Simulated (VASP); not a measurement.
A run of VASP 6.6.1:

File INCAR:

```
SYSTEM = AlN
  PREC = Accurate
  ENCUT = 520
  EDIFF = 1E-6
  ISMEAR = -1
  SIGMA = 0.02
  LREAL = .False.
  LASPH = .True.
  NELM = 100
  ALGO = Normal
  ISIF = 2
  LWAVE = .False.
  LCHARG = .False.
  GGA = PE
  IBRION = 2
  NSW = 80
  EDIFFG = -0.02
```

File KPOINTS:

```
regular mesh
0
Gamma
  11 11 6
  0 0 0
```

The input POSCAR:

```
AlN
1.0
    3.1100000000      0.0000000000      0.0000000000
   -1.5550000000      2.6933390058      0.0000000000
    0.0000000000      0.0000000000      4.9800000000
Al N
2 2
Direct
    0.6666666667      0.3333333333      0.0000000000
    0.3333333333      0.6666666667      0.5000000000
    0.6666666667      0.3333333333      0.3820000000
    0.3333333333      0.6666666667      0.8820000000
```

Potentials or basis: VASP PAW PBE potentials, release 64 (Al, N).

The run is started by

```console
$ cat potpaw_PBE.64/Al/POTCAR potpaw_PBE.64/N/POTCAR > POTCAR
$ mpirun -np 1 vasp_std > vasp.out
```

Hardware: 1 thread of Intel(R) Xeon(R) 6975P-C (Granite Rapids) (shared host).

Task: How long does it take, and how much memory?

Result: It took 10 s on 1 thread of Intel(R) Xeon(R) 6975P-C (Granite Rapids), on a shared host, peak memory 0.17 GiB. Counts: scf iterations 13, k points 64, ion steps 1.
